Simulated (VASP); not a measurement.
Wanted: the native input for a VASP 6.6.1 run.

```yaml
Task: single point
Functional: PBEsol
Potentials_or_basis: VASP PAW PBE potentials, release 64 (Hg)
Cutoff: 500 eV
k_mesh: 10 × 10 × 10
Occupations: fermi-dirac, width 0.1 eV
Spin: no spin polarisation
Dipole_correction: no
Further_INCAR_settings: ALGO = Normal; EDIFF = 1e-06; NBANDS = 12
```

The structure of Hg lies in POSCAR:

```
Hg
1.0
   -1.5844431653      1.5844431653      1.5844431653
    1.5844431653     -1.5844431653      1.5844431653
    1.5844431653      1.5844431653     -1.5844431653
Hg
1
Direct
    0.0000000000      0.0000000000      0.0000000000
```

These files were run (other wordings do the same):

INCAR

```
  PREC = Accurate
  ENCUT = 500
  EDIFF = 1E-6
  ISMEAR = -1
  SIGMA = 0.1
  LREAL = F
  LASPH = T
  NELM = 120
  ALGO = Normal
  ISIF = 2
  LWAVE = F
  LCHARG = F
  GGA = PS
  NBANDS = 12
  GGA_COMPAT = F
```

KPOINTS

```
regular mesh
0
Gamma
  10 10 10
```

Potentials or basis: VASP PAW PBE potentials, release 64 (Hg).

Run with:

```console
$ cat potpaw_PBE.64/Hg/POTCAR > POTCAR
$ mpirun -np 1 vasp_std > vasp.out
```

Results of the run:

```yaml
Pressure: 63.1 GPa
Band_gap_on_the_k_mesh: zero (bands 6 and 7 overlap by 3.86 eV)
```

Caveat: the cell stands under pressure; the PAW data sets were made with another functional, which shifts forces and pressure a little; spin-orbit coupling is left out, which moves the levels of the heavy elements.

Run time: 8.3 s on 1 thread of Intel(R) Xeon(R) Platinum 8259CL CPU @ 2.50GHz (Skylake/Cascade Lake), on a shared host, peak memory 0.13 GiB.
